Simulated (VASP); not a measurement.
## LiY3: single point with PBE

LiY3:

```
CELL_PARAMETERS angstrom
2.93257 0.00000 0.00000
0.00000 2.93257 0.00000
0.00000 0.00000 9.65284
ATOMIC_POSITIONS crystal
Li 0.00000 0.00000 0.00000
Y 0.50000 0.50000 0.73428
Y 0.00000 0.00000 0.50000
Y 0.50000 0.50000 0.26572
```

The cell was generated, and may not be a known phase.

- Program: VASP 6.6.1
- Task: single point
- Functional: PBE
- Potentials or basis: VASP PAW PBE potentials, release 64 (Li_sv, Y_sv)
- Cutoff: 520 eV
- k mesh: 6 × 6 × 2
- Occupations: gaussian, width 0.1 eV
- Spin: no spin polarisation
- Dipole correction: no
- Further INCAR settings: ALGO = Normal; EDIFF = 1e-06; NBANDS = 26

- Largest force: 1.875 eV/Å
- Band gap on the k mesh: zero (bands 18 and 19 overlap by 0.94 eV)

Forces on the atoms (eV/Å):
```
Li   0.000  0.000  0.000
Y    0.000  0.000  1.875
Y    0.000  0.000  0.000
Y    0.000  0.000 -1.875
```

Levels at points of the mesh, in eV from the Fermi level:
| k point | band 14 | band 15 | band 16 | band 17 | band 18 | band 19 | band 20 | band 21 | band 22 | band 23 |
| --- | --- | --- | --- | --- | --- | --- | --- | --- | --- | --- |
| (0.00, 0.00, 0.00) | -4.47 | -2.99 | -2.60 | -1.72 | -1.46 | -0.52 | 0.70 | 1.03 | 3.47 | 3.47 |
| (0.50, 0.00, 0.00) | -2.08 | -1.76 | -1.04 | -0.53 | 0.40 | 0.56 | 1.23 | 1.25 | 2.25 | 2.71 |
| (0.50, 0.50, 0.00) | -2.81 | -2.50 | -2.07 | -1.32 | -1.32 | 0.40 | 0.40 | 3.99 | 4.16 | 4.16 |
| (0.00, 0.00, 0.50) | -4.15 | -3.66 | -2.58 | -1.46 | -1.24 | -0.53 | 0.65 | 1.04 | 3.26 | 3.44 |
| (0.50, 0.00, 0.50) | -2.02 | -2.00 | -0.84 | -0.22 | 0.11 | 0.96 | 1.24 | 1.27 | 1.42 | 2.52 |
| (0.50, 0.50, 0.50) | -2.83 | -2.48 | -2.04 | -1.41 | -1.41 | 0.92 | 0.92 | 2.45 | 2.45 | 3.04 |

Run time: 33 s on 1 thread of AMD EPYC 9R45 96-Core Processor (Zen 5) (shared host), peak memory 0.19 GiB.

Caveat: forces of over 1 eV/Å act on the atoms, so gaps and moduli don't describe the material at rest.
